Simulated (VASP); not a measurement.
# Y (P6_3/mmc) in VASP: notebook

The runs below take Y through single point, with PBE, PBEsol.

Program: VASP 6.6.1. These are calculated values, not measurements. Logs are shortened: lines on timing, memory, paths and dates and some standing lists are left out, and cuts for length are marked.

### 1 The cell of the first run

It takes space group P6_3/mmc (No. 194, hexagonal). Conventional cell: a = 3.695 Å, b = 3.695 Å, c = 5.806 Å, α = 90.00°, β = 90.00°, γ = 120.00°. Y (site symmetry -6m2) has 12 Y at 3.60 to 3.70 Å within 4.7 Å.

### 2 Single point, PBE

INCAR

```
ALGO     = Fast           # electronic algorithm
EDIFF    = 1E-6           # SCF threshold, eV
ENCUT    = 520            # plane-wave cutoff, eV
GGA      = PE             # functional
ISIF     = 2              # what is computed and relaxed
ISMEAR   = -1             # smearing method
LASPH    = True           # aspherical terms in the spheres
LCHARG   = False          # write CHGCAR
LREAL    = False          # projectors in reciprocal space
LWAVE    = False          # write WAVECAR
NBANDS   = 18             # bands
NELM     = 60             # most SCF steps
PREC     = Accurate       # precision mode
SIGMA    = 0.05           # smearing width, eV
```

KPOINTS

```
k-points
0
Gamma
  8 8 5
```

POSCAR

```
Y
1.0
    3.6953976095      0.0000000000      0.0000000000
   -1.8476988047      3.2003082069      0.0000000000
    0.0000000000      0.0000000000      5.8060112795
Y
2
Direct
    0.6666666667      0.3333333333      0.7500000000
    0.3333333333      0.6666666667      0.2500000000
```

Potentials or basis: VASP PAW PBE potentials, release 64 (Y_sv).

On the command line:

```sh
> cat potpaw_PBE.64/Y_sv/POTCAR > POTCAR
> mpirun -np 1 vasp_std > vasp.out
```

OUTCAR:

```text
EDIFF = 1E-6
   ENCUT = 520
   GGA = PE
   ISIF = 2
   ISMEAR = -1
   LASPH = True
   LREAL = False
   NELM = 60
   PREC = Accurate

 ion  position               nearest neighbor table
   1  0.667  0.333  0.750-   2 3.60   2 3.60   2 3.60   2 3.60   2 3.60   2 3.60
   2  0.333  0.667  0.250-   1 3.60   1 3.60   1 3.60   1 3.60   1 3.60   1 3.60

  LATTYP: Found a hexagonal cell.
 ALAT       =     3.6953976095
 C/A-ratio  =     1.5711465701

  Lattice vectors:

 A1 = (   3.6953976095,   0.0000000000,   0.0000000000)
 A2 = (  -1.8476988047,   3.2003082069,   0.0000000000)
 A3 = (   0.0000000000,   0.0000000000,   5.8060112795)

Analysis of symmetry for initial positions (statically):
=====================================================================
 Subroutine PRICEL returns:
 Original cell was already a primitive cell.

 Routine SETGRP: Setting up the symmetry group for a
 hexagonal supercell.

 Subroutine GETGRP returns: Found 24 space group operations
 (whereof 12 operations were pure point group operations)
 out of a pool of 24 trial point group operations.

The static configuration has the point symmetry D_3d.
 The point group associated with its full space group is D_6h.

Analysis of symmetry for dynamics (positions and initial velocities):
=====================================================================
 Subroutine PRICEL returns:
 Original cell was already a primitive cell.

 Routine SETGRP: Setting up the symmetry group for a
 hexagonal supercell.

 Subroutine GETGRP returns: Found 24 space group operations
 (whereof 12 operations were pure point group operations)
 out of a pool of 24 trial point group operations.

The dynamic configuration has the point symmetry D_3d.
 The point group associated with its full space group is D_6h.

 Subroutine INISYM returns: Found 24 space group operations
 (whereof 12 operations are pure point group operations),
 and found     1 'primitive' translations

----------------------------------------------------------------------------------------

                                     Primitive cell

  volume of cell :      68.6643

  direct lattice vectors                    reciprocal lattice vectors
     3.695397610  0.000000000  0.000000000     0.270606875  0.156234952  0.000000000
[... 76 lines left out ...]
 SYSTEM =  unknown system
   PREC   = accura    normal or accurate (medium, high low for compatibility)
   ISTART =      0    job   : 0-new  1-cont  2-samecut
   ICHARG =      2    charge: 1-file 2-atom 10-const
   ISPIN  =      1    spin polarized calculation?
   LNONCOLLINEAR =      F non collinear calculations
   LSORBIT =      F    spin-orbit coupling
   LASPH  =      T    aspherical Exc in radial PAW
   ENCUT  =  520.0 eV  38.22 Ry    6.18 a.u.   6.87  6.87 10.80*2*pi/ulx,y,z
   NELM   =     60;   NELMIN=  2; NELMDL= -5     # of ELM steps
   EDIFF  = 0.1E-05   stopping-criterion for ELM
   LREAL  =      F    real-space projection
   EDIFFG = 0.1E-04   stopping-criterion for IOM
   NSW    =      0    number of steps for IOM
   IBRION =     -1    ionic relax: 0-MD 1-quasi-New 2-CG
   NFREE  =      0    steps in history (QN), initial steepest desc. (CG)
   ISIF   =      2    stress and relaxation
   ISYM   =      2    0-nonsym 1-usesym 2-fastsym
   POTIM  = 0.5000    time-step for ionic-motion
   TEBEG  =    0.0;   TEEND  =   0.0 temperature during run
   PSTRESS=    0.0 pullay stress
   NELECT =      22.0000    total number of electrons
   NUPDOWN=      -1.0000    fix difference up-down
   EMIN   =  10.00;   EMAX   =-10.00  energy-range for DOS
   EFERMI =   0.00;   METHOD = LEGACY
   ISMEAR =    -1;   SIGMA  =   0.05  broadening in eV -4-tet -1-fermi 0-gaus
   EFERMI_NEDOS =   21; number of points for ismear=-14 and -15
   IALGO  =     68    algorithm
   IMIX   =      4    mixing-type and parameters
     AMIX     =   0.40;   BMIX     =  1.00
     AMIX_MAG =   1.60;   BMIX_MAG =  1.00
  volume/ion in A,a.u.               =      34.33       231.68
  Fermi-wavevector in a.u.,A,eV,Ry     =   1.120225  2.116919 17.074020  1.254905
  Thomas-Fermi vector in A             =   2.256870
   LORBIT       =      0    0 simple, 1 ext, 2 COOP (PROOUT), +10 PAW based schemes
   GGA     = PE    functional components
   LHFCALC =     F    Hartree Fock is set to
   AEXX    =    0.0000 exact exchange contribution
   IVDW    =     0    specifies the selected vdW correction
   LEPSILON=     F    determine dielectric tensor
   LRPA    =     F    only Hartree local field effects (RPA)
 non-spin polarized calculation
 RMM-DIIS sequential band-by-band and
  energy-cutoff  :      520.00
  volume of cell :       68.66
 maximum number of plane-waves:      1882
 NGX is ok and might be reduce to    28
   NGX = 13   NGY = 13   NGZ = 21

 number of electron      22.0000001 magnetization

 Free energy of the ion-electron system (eV)
  ---------------------------------------------------
  ext. energy  EPLUGINS =         0.00000000
  ---------------------------------------------------
  free energy    TOTEN  =       -12.85680187 eV

  energy without entropy =      -12.81578857  energy(sigma->0) =      -12.83629522

 E-fermi :   2.7823     XC(G=0):  -9.2584

 val. band max:        2.7621053162   @ k =   0.3750   0.2500   0.4000
 cond. band min:       2.7862107216   @ k =   0.2500   0.1250   0.0000
 fundamental gap:      0.0241054054
 Fermi energy:         2.7822832144

 k-point     1 :       0.0000    0.0000    0.0000
  band No.  band energies     occupation
      1     -40.0137      2.00000
      2     -39.9538      2.00000
      3     -20.2340      2.00000
      4     -19.8285      2.00000
      5     -19.8285      2.00000
      6     -19.7515      2.00000
[... 481 lines left out ...]
      5     -19.8890      2.00000
      6     -19.8732      2.00000
[... 10 lines left out ...]
     17       7.0813      0.00000
     18       7.2057      0.00000

 [... further k-points ...]
[... 5 lines left out ...]
  --------------------------------------------------------------------------------------
  -------------------------------------------------------------------------------------
  Total       -0.6673219     -0.6673219     -0.8423031     -0.0000000     -0.0000000      0.0000000
  in kB      -15.5709494    -15.5709494    -19.6538711     -0.0000000     -0.0000000      0.0000000
  external PRESSURE =     -16.9319233 kB  Pullay stress =       0.0000000 kB

 VOLUME and BASIS-vectors are now :
 -----------------------------------------------------------------------------
  energy-cutoff  :      520.00
  volume of cell :       68.66
      direct lattice vectors                 reciprocal lattice vectors
     3.695397610  0.000000000  0.000000000     0.270606875  0.156234952  0.000000000
    -1.847698805  3.200308207  0.000000000     0.000000000  0.312469905  0.000000000
     0.000000000  0.000000000  5.806011279     0.000000000  0.000000000  0.172235284

 POSITION                                       TOTAL-FORCE (eV/Angst)
 -----------------------------------------------------------------------------------
      1.84770      1.06677      4.35451         0.000000      0.000000      0.000000
     -0.00000      2.13354      1.45150        -0.000000      0.000000      0.000000
 -----------------------------------------------------------------------------------
    total drift:                               -0.000000      0.000000     -0.000000

  FREE ENERGIE OF THE ION-ELECTRON SYSTEM (eV)
  ---------------------------------------------------
  free  energy   TOTEN  =       -12.8568018658 eV

  energy  without entropy=      -12.8157885667  energy(sigma->0) =      -12.83629522
```

OSZICAR:

```text
N       E                     dE             d eps       ncg     rms          rms(c)
DAV:   1     0.876900292602E+02    0.87690E+02   -0.11158E+04  1080   0.115E+03
DAV:   2    -0.534953347896E+01   -0.93040E+02   -0.91551E+02  1326   0.253E+02
DAV:   3    -0.130529876832E+02   -0.77035E+01   -0.76434E+01  1884   0.433E+01
[... 10 lines left out ...]
RMM:  14    -0.128567871054E+02   -0.65706E-05   -0.13304E-04  1864   0.592E-02    0.215E-02
RMM:  15    -0.128567944895E+02   -0.73841E-05   -0.64416E-05  1748   0.265E-02    0.106E-02
RMM:  16    -0.128567980636E+02   -0.35741E-05   -0.35630E-05  1461   0.158E-02    0.686E-03
RMM:  17    -0.128567998902E+02   -0.18267E-05   -0.17949E-05  1310   0.116E-02    0.253E-03
RMM:  18    -0.128568011740E+02   -0.12838E-05   -0.12697E-05  1098   0.826E-03    0.259E-03
RMM:  19    -0.128568018658E+02   -0.69173E-06   -0.70662E-06   937   0.639E-03
   1 F= -.12856802E+02 E0= -.12836295E+02  d E =-.410133E-01
```

stdout:

```text
POSCAR found type information on POSCAR Y
 POSCAR found :  1 types and       2 ions
 scaLAPACK will be used
 LDA part: xc-table for (Slater+PW92), standard interpolation
 POSCAR, INCAR and KPOINTS ok, starting setup
 FFT: planning ... GRIDC
 FFT: planning ... GRID_SOFT
 FFT: planning ... GRID
 WAVECAR not read
 entering main loop
```

It took 55 s on 1 thread of Intel Xeon Platinum 8559C (Emerald Rapids), shared host; peak memory 0.21 GiB.

What came out:

| Item | Value |
| --- | --- |
| Free energy | -12.8568 eV |
| Pressure | -1.7 GPa |
| Band gap on the k mesh | zero (band 11 reaches 3.54 eV, above the bottom of band 12 at 2.32 eV) |

### 3 Single point, PBEsol

This run uses another cell than the first one, of 21.04 Å³/atom, 0.613 times its volume.

INCAR

```
SYSTEM = Y
  ALGO = Normal
  EDIFF = 1E-7
  ENCUT = 520
  GGA = PS
  ISIF = 2
  ISMEAR = -1
  LASPH = .TRUE.
  LCHARG = .FALSE.
  LREAL = .FALSE.
  LWAVE = .FALSE.
  NBANDS = 18
  NELM = 100
  PREC = Accurate
  SIGMA = 0.05
```

KPOINTS

```
k-points
0
G
  8 8 5
  0 0 0
```

POSCAR

```
Y
1.0
    3.1141660679      0.0000000000      0.0000000000
   -1.5570830340      2.6969469264      0.0000000000
    0.0000000000      0.0000000000      5.0113909213
Y
2
Direct
    0.6666666667      0.3333333333      0.7500000000
    0.3333333333      0.6666666667      0.2500000000
```

Potentials or basis: VASP PAW PBE potentials, release 64 (Y_sv).

On the command line:

```sh
> cat potpaw_PBE.64/Y_sv/POTCAR > POTCAR
> mpirun -np 1 vasp_std > vasp.out
```

OUTCAR:

```text
SYSTEM = Y
   EDIFF = 1E-7
   ENCUT = 520
   GGA = PS
   ISIF = 2
   ISMEAR = -1
   LASPH = .TRUE.
   LREAL = .FALSE.
   NELM = 100
   PREC = Accurate

 ion  position               nearest neighbor table
   1  0.667  0.333  0.750-   2 3.08   2 3.08   2 3.08   2 3.08   2 3.08   2 3.08
   2  0.333  0.667  0.250-   1 3.08   1 3.08   1 3.08   1 3.08   1 3.08   1 3.08

  LATTYP: Found a hexagonal cell.
 ALAT       =     3.1141660679
 C/A-ratio  =     1.6092240465

  Lattice vectors:

 A1 = (   3.1141660679,   0.0000000000,   0.0000000000)
 A2 = (  -1.5570830340,   2.6969469264,   0.0000000000)
 A3 = (   0.0000000000,   0.0000000000,   5.0113909213)

Analysis of symmetry for initial positions (statically):
=====================================================================
 Subroutine PRICEL returns:
 Original cell was already a primitive cell.

 Routine SETGRP: Setting up the symmetry group for a
 hexagonal supercell.

 Subroutine GETGRP returns: Found 24 space group operations
 (whereof 12 operations were pure point group operations)
 out of a pool of 24 trial point group operations.

The static configuration has the point symmetry D_3d.
 The point group associated with its full space group is D_6h.

[... 155 lines left out ...]
  ext. energy  EPLUGINS =         0.00000000
  ---------------------------------------------------
  free energy    TOTEN  =       -12.22281524 eV

  energy without entropy =      -12.20269119  energy(sigma->0) =      -12.21275322

 E-fermi :   5.3760     XC(G=0): -11.4430

 val. band max:        5.3740129886   @ k =   0.2500   0.2500   0.2000
 cond. band min:       5.4009564345   @ k =   0.3750  -0.0000   0.4000
 fundamental gap:      0.0269434459
 Fermi energy:         5.3760073618

 k-point     1 :       0.0000    0.0000    0.0000
  band No.  band energies     occupation
      1     -36.5421      2.00000
      2     -36.1392      2.00000
      3     -17.6471      2.00000
      4     -15.7914      2.00000
      5     -15.7914      2.00000
      6     -15.5127      2.00000
[... 481 lines left out ...]
      5     -16.1930      2.00000
      6     -16.0373      2.00000
[... 10 lines left out ...]
     17      11.9474      0.00000
     18      12.3061      0.00000

 [... further k-points ...]
[... 5 lines left out ...]
  --------------------------------------------------------------------------------------
  -------------------------------------------------------------------------------------
  Total        7.7689626      7.7689626      7.7852931     -0.0000000      0.0000000      0.0000000
  in kB      295.7339349    295.7339349    296.3555743     -0.0000000      0.0000000      0.0000000
  external PRESSURE =     295.9411480 kB  Pullay stress =       0.0000000 kB

 VOLUME and BASIS-vectors are now :
 -----------------------------------------------------------------------------
  energy-cutoff  :      520.00
  volume of cell :       42.09
      direct lattice vectors                 reciprocal lattice vectors
     3.114166068  0.000000000  0.000000000     0.321113254  0.185394824  0.000000000
    -1.557083034  2.696946926  0.000000000     0.000000000  0.370789647  0.000000000
     0.000000000  0.000000000  5.011390921     0.000000000  0.000000000  0.199545399

 POSITION                                       TOTAL-FORCE (eV/Angst)
 -----------------------------------------------------------------------------------
      1.55708      0.89898      3.75854         0.000000     -0.000000      0.000000
     -0.00000      1.79796      1.25285        -0.000000      0.000000      0.000000
 -----------------------------------------------------------------------------------
    total drift:                               -0.000000      0.000000     -0.000000

  FREE ENERGIE OF THE ION-ELECTRON SYSTEM (eV)
  ---------------------------------------------------
  free  energy   TOTEN  =       -12.2228152371 eV

  energy  without entropy=      -12.2026911934  energy(sigma->0) =      -12.21275322
```

OSZICAR:

```text
N       E                     dE             d eps       ncg     rms          rms(c)
DAV:   1     0.935865590422E+02    0.93587E+02   -0.11623E+04  1080   0.123E+03
DAV:   2    -0.500341684832E+01   -0.98590E+02   -0.96717E+02  1332   0.273E+02
DAV:   3    -0.121137354756E+02   -0.71103E+01   -0.68852E+01  1640   0.457E+01
DAV:   4    -0.123214358588E+02   -0.20770E+00   -0.20690E+00  1258   0.835E+00
DAV:   5    -0.123280154732E+02   -0.65796E-02   -0.65752E-02  1554   0.974E-01    0.425E+01
DAV:   6    -0.121666236363E+02    0.16139E+00   -0.38560E-01  1448   0.400E+00    0.260E+01
DAV:   7    -0.122325769408E+02   -0.65953E-01   -0.72731E-01  1762   0.481E+00    0.219E+00
DAV:   8    -0.122221901591E+02    0.10387E-01   -0.10740E-01  1326   0.197E+00    0.769E-01
DAV:   9    -0.122228555490E+02   -0.66539E-03   -0.64388E-03  1230   0.594E-01    0.459E-01
DAV:  10    -0.122228164993E+02    0.39050E-04   -0.28017E-04  1616   0.706E-02    0.455E-02
DAV:  11    -0.122228157322E+02    0.76716E-06   -0.30016E-05  1180   0.425E-02    0.246E-02
DAV:  12    -0.122228153226E+02    0.40952E-06   -0.43607E-06  1158   0.174E-02    0.643E-03
DAV:  13    -0.122228152371E+02    0.85544E-07   -0.16310E-07   918   0.308E-03
   1 F= -.12222815E+02 E0= -.12212753E+02  d E =-.201240E-01
```

stdout:

```text
POSCAR found type information on POSCAR Y
 POSCAR found :  1 types and       2 ions
 scaLAPACK will be used
 -----------------------------------------------------------------------------
|                                                                             |
|                                                                             |
|     You enforced a specific xc type in the INCAR file but a different       |
|     I HOPE YOU KNOW WHAT YOU ARE DOING!                                     |
|                                                                             |
 -----------------------------------------------------------------------------

 LDA part: xc-table for (Slater+PW92), standard interpolation
 POSCAR, INCAR and KPOINTS ok, starting setup
 FFT: planning ... GRIDC
 FFT: planning ... GRID_SOFT
 FFT: planning ... GRID
 WAVECAR not read
 entering main loop
```

Wall time 13 s (1 thread of Intel Xeon Platinum 8488C (Sapphire Rapids), shared host); peak memory 0.18 GiB.

Results:

```yaml
Free_energy: -12.2228 eV
Pressure: 29.6 GPa
Band_gap_on_the_k_mesh: zero (band 11 reaches 7.43 eV, above the bottom of band 12 at 5.06 eV)
```

Levels at points of the mesh, in eV from the Fermi level:
| k point | band 7 | band 8 | band 9 | band 10 | band 11 | band 12 | band 13 | band 14 | band 15 | band 16 |
| --- | --- | --- | --- | --- | --- | --- | --- | --- | --- | --- |
| (0.00, 0.00, 0.00) | -20.89 | -20.84 | -5.02 | -2.66 | 2.05 | 2.05 | 2.22 | 2.94 | 3.02 | 3.02 |
| (0.50, 0.00, 0.00) | -21.37 | -21.13 | -2.40 | -1.81 | -1.78 | 1.45 | 1.73 | 2.17 | 3.06 | 7.87 |

Caveat: the PAW data sets were made with another functional, which shifts forces and pressure a little.

### 4 Single point, PBEsol

This run uses another cell than the first one, of 23.05 Å³/atom, 0.671 times its volume.

INCAR

```
PREC = Accurate
ENCUT = 520
EDIFF = 1E-6
ISMEAR = -1
SIGMA = 0.05
LREAL = False
LASPH = True
NELM = 80
ALGO = Normal
ISIF = 2
LWAVE = False
LCHARG = False
GGA = PS
NBANDS = 18
```

KPOINTS

```
regular mesh
0
Gamma
  8 8 5
```

POSCAR

```
Y
1.0
    3.2180939131      0.0000000000      0.0000000000
   -1.6090469566      2.7869510805      0.0000000000
    0.0000000000      0.0000000000      5.1395784845
Y
2
Direct
    0.6666666667      0.3333333333      0.7500000000
    0.3333333333      0.6666666667      0.2500000000
```

On the command line:

```sh
> cat potpaw_PBE.64/Y_sv/POTCAR > POTCAR
> mpirun -np 1 vasp_std > vasp.out
```

It took 12 s on 1 thread of Intel Xeon Platinum 8488C (Sapphire Rapids), shared host; peak memory 0.18 GiB.

It converged, with:

- Free energy: -12.8322 eV
- Pressure: 19.7 GPa
- Band gap on the k mesh: zero (band 11 reaches 6.81 eV, above the bottom of band 12 at 4.45 eV)

Levels at points of the mesh, in eV from the Fermi level:
```
           k point  band 7  band 8  band 9  band 10  band 11  band 12  band 13  band 14  band 15  band 16
(0.00, 0.00, 0.00)  -21.18  -21.12   -5.04    -2.48     2.01     2.01     2.26     2.39     2.90     2.90
(0.50, 0.00, 0.00)  -21.55  -21.36   -2.07    -1.77    -1.53     0.99     1.69     2.01     2.83     7.20
```

Caveat: the PAW data sets were made with another functional, which shifts forces and pressure a little.

### 5 The runs side by side

| level | cell | gap on the mesh (eV) | pressure (GPa) |
| --- | --- | --- | --- |
| PBE | a = 3.695, b = 3.695, c = 5.806 Å, angles 90.0, 90.0, 120.0°, 2 atoms | none | -1.7 |
| PBEsol | a = 3.114, b = 3.114, c = 5.011 Å, angles 90.0, 90.0, 120.0°, 2 atoms | none | 29.6 |
| PBEsol | a = 3.218, b = 3.218, c = 5.140 Å, angles 90.0, 90.0, 120.0°, 2 atoms | none | 19.7 |

Alike in all rows: task single point; potentials or basis VASP PAW PBE potentials, release 64 (Y_sv); no spin polarisation; k mesh 8 × 8 × 5; cutoff (eV) 520; smearing fermi-dirac 0.05 eV.

Caveats: the PAW data sets were made with another functional, which shifts forces and pressure a little (some runs).

Total energies depend on the potentials used, so only differences within one code and one set of settings carry meaning.
